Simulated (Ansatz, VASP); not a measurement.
# Mg2CdN2 in VASP and in Ansatz

Contents of INCAR:

```
PREC = Accurate
ENCUT = 520
EDIFF = 1E-6
ISMEAR = 0
SIGMA = 0.03
LREAL = F
LASPH = T
NELM = 60
ALGO = Normal
ISIF = 2
LWAVE = F
LCHARG = F
GGA = PE
NBANDS = 21
```

KPOINTS

```
Automatic mesh
0
Gamma
  12 12 6
```

File POSCAR:

```
Mg2CdN2
1.0
    3.5528825911      0.0000000000      0.0000000000
   -1.7764412955      3.0768865806      0.0000000000
    0.0000000000      0.0000000000      6.0735884715
Mg Cd N
2 1 2
Direct
    0.6666666667      0.3333333333      0.1534420000
    0.3333333333      0.6666666667      0.8465580000
    0.0000000000      0.0000000000      0.5000000000
    0.6666666667      0.3333333333      0.7722310000
    0.3333333333      0.6666666667      0.2277690000
```

Input for Ansatz:

```yaml
crystal:
  lattice:
    - [3.5528825911, 0.0, 0.0]
    - [-1.7764412955, 3.0768865806, 0.0]
    - [0.0, 0.0, 6.0735884715]
  atoms:
    - { symbol: Mg, position: [0.6666666667, 0.3333333333, 0.153442] }
    - { symbol: Mg, position: [0.3333333333, 0.6666666667, 0.846558] }
    - { symbol: Cd, position: [0.0, 0.0, 0.5] }
    - { symbol: "N", position: [0.6666666667, 0.3333333333, 0.772231] }
    - { symbol: "N", position: [0.3333333333, 0.6666666667, 0.227769] }
basis:
  ecutwfc: 420
kpoints:
  mp_grid: { grid: [12, 12, 6] }
hamiltonian:
  xc: pbe
scf:
  occupations: { method: gaussian, width: 0.03 }
output:
  forces: true
  stress: true
  eigenvalues: true
```

Change from the starting cell: strain +0.0150 x Voigt [0, 0, 1, 0, 0, 0], atoms carried along.

Alike in both runs: task single point; functional PBE; k mesh 12 × 12 × 6; occupations gaussian, width 0.03 eV; no spin polarisation.

|  | VASP | Ansatz |
| --- | --- | --- |
| version | VASP 6.6.1 | Ansatz 0.2.0 |
| potentials or method | VASP PAW PBE potentials, release 64 (Mg, Cd, N), cutoff 520 eV | scalar-relativistic, plane waves, PAW |
| valence electrons in the cell | 26 | 50 |

VASP gave:

| Quantity | Value |
| --- | --- |
| gap on the k mesh at the Fermi level (eV) | 0.24 |
| least direct gap on the mesh (eV) | 0.56 |
| pressure (GPa) | -1.6 |
| traceless stress, the component that is largest in VASP (GPa) | -0.77 |
| rms of the force components (eV/Å) | 0.021 |

Q: Which values does Ansatz return?

A: gap on the k mesh at the Fermi level (eV): 0.25; least direct gap on the mesh (eV): 0.56; pressure (GPa): -1.7; traceless stress, the component that is largest in VASP (GPa): -0.76; rms of the force components (eV/Å): 0.019.

Atom by atom the forces differ by 0.017 eV/Å (rms over components). VASP's potentials hold 26 valence electrons a cell and Ansatz's 50, so a difference there can come from the potentials and not from the codes.
